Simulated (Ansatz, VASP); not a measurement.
# Two plane-wave programs on Cr3N

Contents of INCAR:

```
PREC = Accurate
ENCUT = 600
EDIFF = 1E-6
ISMEAR = 0
SIGMA = 0.1
LREAL = False
LASPH = True
NELM = 80
ALGO = Normal
ISIF = 3
LWAVE = False
LCHARG = False
GGA = PE
IBRION = 2
NSW = 100
EDIFFG = -0.01
```

Contents of KPOINTS:

```
regular mesh
0
Gamma
  14 14 14
```

The input POSCAR:

```
Cr3N
1.0
   -2.2048595739      2.2048595739      2.2048595739
    2.2048595739     -2.2048595739      2.2048595739
    2.2048595739      2.2048595739     -2.2048595739
Cr N
3 1
Direct
    0.0000000000      0.5000000000      0.5000000000
    0.5000000000      0.0000000000      0.5000000000
    0.5000000000      0.5000000000      0.0000000000
    0.0000000000      0.0000000000      0.0000000000
```

Input for Ansatz:

```yaml
crystal:
  lattice:
    - [-2.2048595739, 2.2048595739, 2.2048595739]
    - [2.2048595739, -2.2048595739, 2.2048595739]
    - [2.2048595739, 2.2048595739, -2.2048595739]
  atoms:
    - { symbol: Cr, position: [0.0, 0.5, 0.5] }
    - { symbol: Cr, position: [0.5, 0.0, 0.5] }
    - { symbol: Cr, position: [0.5, 0.5, 0.0] }
    - { symbol: "N", position: [0.0, 0.0, 0.0] }
basis:
  ecutwfc: 420
kpoints:
  mp_grid: { grid: [14, 14, 14] }
hamiltonian:
  xc: pbe
scf:
  occupations: { method: gaussian, width: 0.1 }
output:
  forces: true
  stress: true
  eigenvalues: true
relax:
  adjacent_minimum: "off"
  f_tol: 0.01
  max_steps: 80
  cell: { stress_tol: 0.05 }
```

Change from the starting cell: species swapped into the Sb3Au type (Im-3m, No. 229).

Alike in both runs: task relaxation of cell and atoms; functional PBE; k mesh 14 × 14 × 14; occupations gaussian, width 0.1 eV; no spin polarisation.

|  | VASP | Ansatz |
| --- | --- | --- |
| version | VASP 6.6.1 | Ansatz 0.2.0 |
| potentials or method | VASP PAW PBE potentials, release 64 (Cr_pv, N), cutoff 600 eV | scalar-relativistic, plane waves, PAW |
| valence electrons in the cell | 41 | 47 |

```tsv
	VASP	Ansatz	Ansatz less VASP
gap on the k mesh at the Fermi level, each at its own relaxed structure (eV)	none	none	-
relaxed volume (Å³/atom)	10.67	10.67	-0.005
relaxed cell length with the largest relative difference (Å)	3.813	3.813	-0.0006
```

A gap of «none» marks a metal or a gap that the smearing closes. VASP's potentials hold 41 valence electrons a cell and Ansatz's 47, so a difference there can come from the potentials and not from the codes.
